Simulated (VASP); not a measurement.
# ZnCo2 (P-3m1) in VASP: single point with LDA

Aim: the single point of ZnCo2 with LDA.

Program: VASP 6.6.1. These are calculated values, not measurements. Logs are shortened: lines on timing, memory, paths and dates and some standing lists are left out, and cuts for length are marked.

## Step 1: The cell of the first run

Symmetry: P-3m1, No. 164, trigonal system. The conventional cell has a = 2.570 Å, b = 2.570 Å, c = 6.207 Å, α = 90.00°, β = 90.00°, γ = 120.00°. Zn (site symmetry -3m) has 6 Zn at 2.57 Å and 6 Co at 2.61 Å within 3.4 Å. Co (site symmetry 3m) has 9 Co at 2.41 to 2.57 Å and 3 Zn at 2.61 Å within 3.2 Å.

## Step 2: Single point, LDA, collinear spin, ferromagnetic start

INCAR reads:

```
SYSTEM = ZnCo2
PREC = Accurate ; ENCUT = 520
EDIFF = 1E-7 ; ISMEAR = 1
SIGMA = 0.05 ; LREAL = .FALSE.
LASPH = .TRUE. ; NELM = 150
ALGO = Normal ; ISIF = 2
LWAVE = .FALSE. ; LCHARG = .FALSE.
ISPIN = 2 ; MAGMOM = 0 1.8 1.8
LORBIT = 11 ; LMAXMIX = 4
NBANDS = 26
```

KPOINTS reads:

```
Automatic mesh
0
G
  10 10 4
  0 0 0
```

POSCAR reads:

```
ZnCo2
1.0
    2.5695450000      0.0000000000      0.0000000000
   -1.2847720000      2.2252910000      0.0000000000
    0.0000000000      0.0000000000      6.2070650000
Zn Co
1 2
Direct
    0.0000000000      0.0000000000      0.0000000000
    0.3333330000      0.6666670000      0.6532710000
    0.6666670000      0.3333330000      0.3467290000
```

Potentials or basis: VASP PAW LDA potentials, release 64 (Zn, Co).

Launch:

```bash
cat potpaw_LDA.64/Zn/POTCAR potpaw_LDA.64/Co/POTCAR > POTCAR
mpirun -np 1 vasp_std > vasp.out
```

OUTCAR:

```text
SYSTEM = ZnCo2
   PREC = Accurate
   ENCUT = 520
   EDIFF = 1E-7
   ISMEAR = 1
   LREAL = .FALSE.
   LASPH = .TRUE.
   NELM = 150
   ISIF = 2
   ISPIN = 2
   LORBIT = 11

 ion  position               nearest neighbor table
   1  0.000  0.000  0.000-   2 2.61   3 2.61   2 2.61   3 2.61   3 2.61   2 2.61
   2  0.333  0.667  0.653-   3 2.41   3 2.41   3 2.41   1 2.61   1 2.61   1 2.61
   3  0.667  0.333  0.347-   2 2.41   2 2.41   2 2.41   1 2.61   1 2.61   1 2.61

  LATTYP: Found a hexagonal cell.
 ALAT       =     2.5695450000
 C/A-ratio  =     2.4156280587

  Lattice vectors:

 A1 = (   2.5695450000,   0.0000000000,   0.0000000000)
 A2 = (  -1.2847720000,   2.2252910000,   0.0000000000)
 A3 = (   0.0000000000,   0.0000000000,   6.2070650000)

Analysis of symmetry for initial positions (statically):
=====================================================================
 Subroutine PRICEL returns:
 Original cell was already a primitive cell.

 Routine SETGRP: Setting up the symmetry group for a
 hexagonal supercell.

 Subroutine GETGRP returns: Found 12 space group operations
 (whereof 12 operations were pure point group operations)
 out of a pool of 24 trial point group operations.

The static configuration has the point symmetry D_3d.

Analysis of symmetry for dynamics (positions and initial velocities):
=====================================================================
 Subroutine PRICEL returns:
 Original cell was already a primitive cell.

 Routine SETGRP: Setting up the symmetry group for a
 hexagonal supercell.

 Subroutine GETGRP returns: Found 12 space group operations
 (whereof 12 operations were pure point group operations)
 out of a pool of 24 trial point group operations.

The dynamic configuration has the point symmetry D_3d.

Analysis of structural, dynamic, and magnetic symmetry:
=====================================================================
 Subroutine PRICEL returns:
 Original cell was already a primitive cell.

 Routine SETGRP: Setting up the symmetry group for a
 hexagonal supercell.

 Subroutine GETGRP returns: Found 12 space group operations
 (whereof 12 operations were pure point group operations)
 out of a pool of 24 trial point group operations.

The overall configuration has the point symmetry D_3d.

 Subroutine INISYM returns: Found 12 space group operations
 (whereof 12 operations are pure point group operations),
 and found     1 'primitive' translations

----------------------------------------------------------------------------------------

                                     Primitive cell

  volume of cell :      35.4919

  direct lattice vectors                    reciprocal lattice vectors
     2.569545000  0.000000000  0.000000000     0.389173959  0.224689627  0.000000000
    -1.284772000  2.225291000  0.000000000     0.000000000  0.449379429  0.000000000
     0.000000000  0.000000000  6.207065000     0.000000000  0.000000000  0.161106739

  length of vectors
     2.569545000  2.569544537  6.207065000     0.449379348  0.449379429  0.161106739

  position of ions in fractional coordinates (direct lattice)
     0.000000000  0.000000000  0.000000000
     0.333333000  0.666667000  0.653271000
     0.666667000  0.333333000  0.346729000

  ion indices of the primitive-cell ions
   primitive index   ion index
                 1           1
                 2           2
                 3           3

----------------------------------------------------------------------------------------

 KPOINTS: Automatic mesh

Automatic generation of k-mesh.
 Grid dimensions read from file:
 generate k-points for:   10   10    4

 Generating k-lattice:

  Cartesian coordinates                     Fractional coordinates (reciprocal lattice)
     0.038917396  0.022468963  0.000000000     0.100000000 -0.000000000  0.000000000
     0.000000000  0.044937943  0.000000000     0.000000000  0.100000000  0.000000000
     0.000000000  0.000000000  0.040276685     0.000000000  0.000000000  0.250000000

  Length of vectors
     0.044937935  0.044937943  0.040276685

  Shift w.r.t. Gamma in fractional coordinates (k-lattice)
     0.000000000  0.000000000  0.000000000

 Subroutine IBZKPT returns following result:
 ===========================================

 Found     50 irreducible k-points:

 Following reciprocal coordinates:
            Coordinates               Weight
  0.000000  0.000000  0.000000      1.000000
  0.100000  0.000000  0.000000      6.000000
  0.200000  0.000000  0.000000      6.000000
  0.300000  0.000000  0.000000      6.000000
  0.400000  0.000000  0.000000      6.000000
  0.500000  0.000000  0.000000      3.000000
[... 16 lines left out ...]
  0.000000  0.400000  0.250000      6.000000
  0.500000  0.000000  0.250000      6.000000
 [... further k-points ...]
   k-points           NKPTS =     50   k-points in BZ     NKDIM =     50   number of bands    NBANDS=     26
   number of dos      NEDOS =    301   number of ions     NIONS =      3
   total plane-waves  NPLWV =  19200
   dimension x,y,z NGX =    20 NGY =   20 NGZ =   48
   dimension x,y,z NGXF=    40 NGYF=   40 NGZF=   96
   ions per type =               1   2
   NGX,Y,Z   is equivalent  to a cutoff of  12.94, 12.94, 12.86 a.u.
   NGXF,Y,Z  is equivalent  to a cutoff of  25.88, 25.88, 25.71 a.u.
 SYSTEM =  ZnCo2
   PREC   = accura    normal or accurate (medium, high low for compatibility)
   ISTART =      0    job   : 0-new  1-cont  2-samecut
   ICHARG =      2    charge: 1-file 2-atom 10-const
   ISPIN  =      2    spin polarized calculation?
   LNONCOLLINEAR =      F non collinear calculations
   LSORBIT =      F    spin-orbit coupling
   LASPH  =      T    aspherical Exc in radial PAW
   ENCUT  =  520.0 eV  38.22 Ry    6.18 a.u.   4.78  4.78 11.54*2*pi/ulx,y,z
   NELM   =    150;   NELMIN=  2; NELMDL= -5     # of ELM steps
   EDIFF  = 0.1E-06   stopping-criterion for ELM
   LREAL  =      F    real-space projection
   EDIFFG = 0.1E-05   stopping-criterion for IOM
   NSW    =      0    number of steps for IOM
   IBRION =     -1    ionic relax: 0-MD 1-quasi-New 2-CG
   NFREE  =      0    steps in history (QN), initial steepest desc. (CG)
   ISIF   =      2    stress and relaxation
   ISYM   =      2    0-nonsym 1-usesym 2-fastsym
   POTIM  = 0.5000    time-step for ionic-motion
   TEBEG  =    0.0;   TEEND  =   0.0 temperature during run
   PSTRESS=    0.0 pullay stress
   NELECT =      30.0000    total number of electrons
   NUPDOWN=      -1.0000    fix difference up-down
   EMIN   =  10.00;   EMAX   =-10.00  energy-range for DOS
   EFERMI =   0.00;   METHOD = LEGACY
   ISMEAR =     1;   SIGMA  =   0.05  broadening in eV -4-tet -1-fermi 0-gaus
   EFERMI_NEDOS =   21; number of points for ismear=-14 and -15
   IALGO  =     38    algorithm
   IMIX   =      4    mixing-type and parameters
     AMIX     =   0.40;   BMIX     =  1.00
     AMIX_MAG =   1.60;   BMIX_MAG =  1.00
  volume/ion in A,a.u.               =      11.83        79.84
  Fermi-wavevector in a.u.,A,eV,Ry     =   1.547885  2.925079 32.598868  2.395949
  Thomas-Fermi vector in A             =   2.652915
   LORBIT       =     11    0 simple, 1 ext, 2 COOP (PROOUT), +10 PAW based schemes
   GGA     = CA    functional components
   LHFCALC =     F    Hartree Fock is set to
   AEXX    =    0.0000 exact exchange contribution
   IVDW    =     0    specifies the selected vdW correction
   LEPSILON=     F    determine dielectric tensor
   LRPA    =     F    only Hartree local field effects (RPA)
 spin polarized calculation
 Methfessel and Paxton  Order N= 1 SIGMA  =   0.05
  energy-cutoff  :      520.00
  volume of cell :       35.49
 maximum number of plane-waves:       972
 NGX is ok and might be reduce to    20
   NGX =  9   NGY =  9   NGZ = 23

 number of electron      30.0000003 magnetization       2.9433294

 Free energy of the ion-electron system (eV)
  ---------------------------------------------------
  ext. energy  EPLUGINS =         0.00000000
  ---------------------------------------------------
  free energy    TOTEN  =       -17.95435001 eV

  energy without entropy =      -17.95445675  energy(sigma->0) =      -17.95438559

 E-fermi :   7.3406     XC(G=0): -13.2435

 val. band max:        7.3299520428   @ k =   0.1000   0.1000   0.0000
 cond. band min:       7.3610374658   @ k =   0.3000   0.1000   0.5000
 fundamental gap:      0.0310854231
 Fermi energy:         7.3405943081

 spin component 1

 k-point     1 :       0.0000    0.0000    0.0000
  band No.  band energies     occupation
      1      -2.7935      1.00000
      2      -0.8910      1.00000
      3      -0.3293      1.00000
      4      -0.3293      1.00000
      5       0.2864      1.00000
      6       0.2864      1.00000
[... 18 lines left out ...]
     25      29.4518      0.00000
     26      29.4579      0.00000
[... 644 lines left out ...]
      4       0.1140      1.00000
      5       0.5978      1.00000
      6       2.7417      1.00000
[... 18 lines left out ...]
     25      23.1214      0.00000
     26      24.4494      0.00000

 [... further k-points ...]

 spin component 2

 k-point     1 :       0.0000    0.0000    0.0000
  band No.  band energies     occupation
      1      -2.7638      1.00000
      2      -0.8657      1.00000
      3      -0.3364      1.00000
      4      -0.3364      1.00000
      5       0.2862      1.00000
      6       0.2862      1.00000
[... 18 lines left out ...]
     25      29.4198      0.00000
     26      29.6498      0.00000
[... 644 lines left out ...]
      4       0.1159      1.00000
      5       0.5919      1.00000
      6       3.4958      1.00000
[... 18 lines left out ...]
     25      23.3784      0.00000
     26      24.5216      0.00000

 [... further k-points ...]
[... 5 lines left out ...]
  --------------------------------------------------------------------------------------
  -------------------------------------------------------------------------------------
  Total       -3.3412193     -3.3412186     -3.5035064     -0.0000008      0.0000000     -0.0000000
  in kB     -150.8294804   -150.8294470   -158.1554515     -0.0000339      0.0000000     -0.0000000
  external PRESSURE =    -153.2714596 kB  Pullay stress =       0.0000000 kB

 VOLUME and BASIS-vectors are now :
 -----------------------------------------------------------------------------
  energy-cutoff  :      520.00
  volume of cell :       35.49
      direct lattice vectors                 reciprocal lattice vectors
     2.569545000  0.000000000  0.000000000     0.389173959  0.224689627  0.000000000
    -1.284772000  2.225291000  0.000000000     0.000000000  0.449379429  0.000000000
     0.000000000  0.000000000  6.207065000     0.000000000  0.000000000  0.161106739

 POSITION                                       TOTAL-FORCE (eV/Angst)
 -----------------------------------------------------------------------------------
      0.00000      0.00000      0.00000        -0.000000      0.000000      0.000000
     -0.00000      1.48353      4.05490        -0.000000     -0.000000     -0.245201
      1.28477      0.74176      2.15217         0.000000      0.000000      0.245201
 -----------------------------------------------------------------------------------
    total drift:                               -0.000000      0.000000      0.000000

  FREE ENERGIE OF THE ION-ELECTRON SYSTEM (eV)
  ---------------------------------------------------
  free  energy   TOTEN  =       -17.9543500130 eV

  energy  without entropy=      -17.9544567518  energy(sigma->0) =      -17.95438559

 total charge

# of ion       s       p       d       tot
------------------------------------------
    1        0.622   0.576   9.739  10.937
    2        0.459   0.467   7.282   8.209
    3        0.459   0.467   7.282   8.209
--------------------------------------------------
tot          1.541   1.511  24.303  27.355

 magnetization (x)

# of ion       s       p       d       tot
------------------------------------------
    1       -0.010  -0.027   0.002  -0.035
    2       -0.006  -0.021   1.527   1.500
    3       -0.006  -0.021   1.527   1.500
--------------------------------------------------
tot         -0.021  -0.070   3.055   2.964
```

Wall time 84 s (1 thread of Oxide Virtual Turin-like, shared host); peak memory 0.16 GiB.

Results:

- Free energy: -17.9544 eV
- Pressure: -15.3 GPa
- Largest force: 0.245 eV/Å
- Net moment: 2.94 μB per cell
- Site moments: Zn -0.04; Co +1.50 μB
- Valence electrons inside the program's atomic spheres: Zn 10.94; Co 8.21

Forces on the atoms (eV/Å):
```
Zn   0.000  0.000  0.000
Co   0.000  0.000 -0.245
Co   0.000  0.000  0.245
```
